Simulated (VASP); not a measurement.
Set up this calculation in VASP 6.6.1, as the native input.

| Item | Value |
| --- | --- |
| Task | single point |
| Functional | PBEsol |
| Potentials or basis | VASP PAW PBE potentials, release 64 (Al, Cu) |
| Cutoff | 520 eV |
| k mesh | 10 × 10 × 6 |
| Occupations | gaussian, width 0.1 eV |
| Spin | no spin polarisation |
| Dipole correction | no |
| Further INCAR settings | ALGO = Fast; EDIFF = 1e-06; NBANDS = 26 |

The structure of Al2Cu lies in POSCAR:

```
Al2Cu
1.0
    2.8138816114      2.8138816114      0.0000000000
   -2.8138816114      2.8138816114      0.0000000000
    0.0000000000      0.0000000000      6.0699390934
Al Cu
4 2
Direct
    0.5000000000      0.0000000000      0.2500000000
    0.0000000000      0.5000000000      0.2500000000
    0.0000000000      0.5000000000      0.7500000000
    0.5000000000      0.0000000000      0.7500000000
    0.0000000000      0.0000000000      0.5000000000
    0.5000000000      0.5000000000      0.0000000000
```

This cell differs from its parent crystal: uniaxial strain along c: +6.0 %, then relaxed in part.

These files were run (other wordings do the same):

INCAR

```
SYSTEM = Al2Cu
PREC     = Accurate       ! precision mode
ENCUT    = 520            ! plane-wave cutoff, eV
EDIFF    = 1E-6           ! SCF threshold, eV
ISMEAR   = 0              ! smearing method
SIGMA    = 0.1            ! smearing width, eV
LREAL    = .False.        ! projectors in reciprocal space
LASPH    = .True.         ! aspherical terms in the spheres
NELM     = 60             ! most SCF steps
ALGO     = Fast           ! electronic algorithm
ISIF     = 2              ! what is computed and relaxed
LWAVE    = .False.        ! write WAVECAR
LCHARG   = .False.        ! write CHGCAR
GGA      = PS             ! functional
NBANDS   = 26             ! bands
```

KPOINTS

```
Automatic mesh
0
Gamma
  10 10 6
  0 0 0
```

Potentials or basis: VASP PAW PBE potentials, release 64 (Al, Cu).

Run with:

```console
$ cat potpaw_PBE.64/Al/POTCAR potpaw_PBE.64/Cu/POTCAR > POTCAR
$ mpirun -np 1 vasp_std > vasp.out
```

Results of the run:

| Quantity | Value |
| --- | --- |
| Pressure | -1.8 GPa |
| Band gap on the k mesh | zero (bands 17 and 18 overlap by 4.32 eV) |

Caveat: the cell differs from its parent crystal (uniaxial strain along c: +6.0 %, then relaxed in part); the PAW data sets were made with another functional, which shifts forces and pressure a little.

Wall time 2.1 min on 1 thread of Intel(R) Xeon(R) 6975P-C (Granite Rapids), on a shared host, peak memory 0.31 GiB.
